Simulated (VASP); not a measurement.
**Ru: single point with PBE**

Crystal: Ru.

```
Ru
1.0
     0.00000    1.91500    1.91500
     1.91500    0.00000    1.91500
     1.91500    1.91500    0.00000
Ru
1
Direct
  0.00000 0.00000 0.00000
```

- Program: VASP 6.6.1
- Task: single point
- Functional: PBE
- Potentials or basis: VASP PAW PBE potentials, release 64 (Ru_pv)
- Cutoff: 520 eV
- k mesh: 7 × 7 × 7
- Occupations: fermi-dirac, width 0.04 eV
- Spin: no spin polarisation
- Dipole correction: no
- Further INCAR settings: ALGO = Normal; EDIFF = 1e-06; NBANDS = 13

- Pressure: -3.5 GPa
- Band gap on the k mesh: zero (band 7 reaches 13.93 eV, above the bottom of band 8 at 11.21 eV)

Levels at points of the mesh, in eV from the Fermi level:
| k point | band 4 | band 5 | band 6 | band 7 | band 8 | band 9 | band 10 | band 11 |
| --- | --- | --- | --- | --- | --- | --- | --- | --- |
| (0.00, 0.00, 0.00) | -7.62 | -2.35 | -2.35 | -2.35 | -0.02 | -0.02 | 10.71 | 15.16 |

It took 2.2 s on 1 thread of Intel(R) Xeon(R) 6975P-C (Granite Rapids), with other jobs on the host, peak memory 0.12 GiB.

Caveat: the k points lie up to 0.41 Å⁻¹ apart.
